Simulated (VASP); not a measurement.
Wanted: the native input for a VASP 6.6.1 run.

```yaml
Task: single point
Functional: PBE
Potentials_or_basis: VASP PAW PBE potentials, release 64 (Sb, Ga_d)
Cutoff: 520 eV
k_mesh: 9 × 9 × 9
Occupations: fermi-dirac, width 0.05 eV
Spin: no spin polarisation
Dipole_correction: no
Further_INCAR_settings: ALGO = Fast; EDIFF = 1e-06; NBANDS = 30
```

The structure of Ga3Sb lies in POSCAR:

```
Ga3Sb
1.0
   -2.1147295119      2.1147295119      4.6633039972
    2.1147295119     -2.1147295119      4.6633039972
    2.1147295119      2.1147295119     -4.6633039972
Sb Ga
1 3
Direct
    0.0000000000      0.0000000000      0.0000000000
    0.5000000000      0.5000000000      0.0000000000
    0.2500000000      0.7500000000      0.5000000000
    0.7500000000      0.2500000000      0.5000000000
```

The input as run:

INCAR

```
SYSTEM = Ga3Sb
PREC = Accurate
ENCUT = 520
EDIFF = 1E-6
ISMEAR = -1
SIGMA = 0.05
LREAL = .FALSE.
LASPH = .TRUE.
NELM = 60
ALGO = Fast
ISIF = 2
LWAVE = .FALSE.
LCHARG = .FALSE.
GGA = PE
NBANDS = 30
```

KPOINTS

```
Automatic mesh
0
G
  9 9 9
  0 0 0
```

Potentials or basis: VASP PAW PBE potentials, release 64 (Sb, Ga_d).

Run with:

```console
$ cat potpaw_PBE.64/Sb/POTCAR potpaw_PBE.64/Ga_d/POTCAR > POTCAR
$ mpirun -np 1 vasp_std > vasp.out
```

Results of the run:

The pressure is 2.6 GPa. The band gap on the k mesh is zero (bands 22 and 23 overlap by 3.85 eV).

Caveat: spin-orbit coupling is left out, which moves the levels of the heavy elements.

Run time: 6.1 min on 1 thread of Intel(R) Xeon(R) Platinum 8375C CPU @ 2.90GHz (Ice Lake), with other jobs on the host, peak memory 0.35 GiB.
